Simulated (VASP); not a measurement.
Runs of VASP 6.6.1 on ZnSe (Stilleite). It takes space group F-43m (No. 216, cubic). Conventional cell: a = 5.668 Å, b = 5.668 Å, c = 5.668 Å, α = 90.00°, β = 90.00°, γ = 90.00°. Zn (site symmetry -43m) has 4 Se at 2.45 Å within 3.2 Å. Se (site symmetry -43m) has 4 Zn at 2.45 Å within 3.2 Å. 

```csv
task,cell,cutoff (eV),smearing,gap on the mesh (eV),pressure (GPa)
electric field gradients,as given,400,fermi-dirac 0.02 eV,1.29,(a)
relaxation of the atoms,atoms relaxed,520,fermi-dirac 0.02 eV,1.29,2.4
single point,as given,520,fermi-dirac 0.02 eV,1.29,2.3
dielectric tensor,as given,520,gaussian 0.01 eV,1.29,-
```

Alike in all rows: level PBE; potentials or basis VASP PAW PBE potentials, release 64 (Zn, Se); no spin polarisation; k mesh 9 × 9 × 9.

**Question.** Estimate the missing entries.

**Answer.** (a) 2.1.

Caveats: the relaxation stopped at its first step, so nothing moved (some runs).

A k mesh can miss the band edges, and the runs leave out spin-orbit coupling on Se.
